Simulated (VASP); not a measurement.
Input of a VASP 6.6.1 run:

The input INCAR:

```
SYSTEM = Bi
ALGO = Normal
EDIFF = 1E-6
ENCUT = 520
GGA = PE
ISIF = 2
ISMEAR = -1
LASPH = .TRUE.
LCHARG = .FALSE.
LREAL = .FALSE.
LWAVE = .FALSE.
NBANDS = 22
NELM = 80
PREC = Accurate
SIGMA = 0.05
```

The input KPOINTS:

```
k-points
0
G
  8 8 8
  0 0 0
```

POSCAR

```
Bi
1.0
    2.2675000000      1.3091417354      3.9380000000
   -2.2675000000      1.3091417354      3.9380000000
    0.0000000000     -2.6182834708      3.9380000000
Bi
2
Direct
    0.2059200000      0.2059200000      0.2659200000
    0.7940800000      0.7940800000      0.7340800000
```

Potentials or basis: VASP PAW PBE potentials, release 64 (Bi_d).

Run with:

```bash
$ cat potpaw_PBE.64/Bi_d/POTCAR > POTCAR
$ mpirun -np 1 vasp_std > vasp.out
```

(1) Estimate the largest force.

(2) Predict the band gap on the k mesh.

## Answers

(1) 2.815 eV/Å.

(2) zero (bands 15 and 16 overlap by 0.06 eV).

Caveat: the cell differs from its parent crystal (shortest bond scaled by 0.88); spin-orbit coupling is left out, which moves the levels of the heavy elements; forces of over 1 eV/Å act on the atoms, so gaps and moduli don't describe the material at rest.
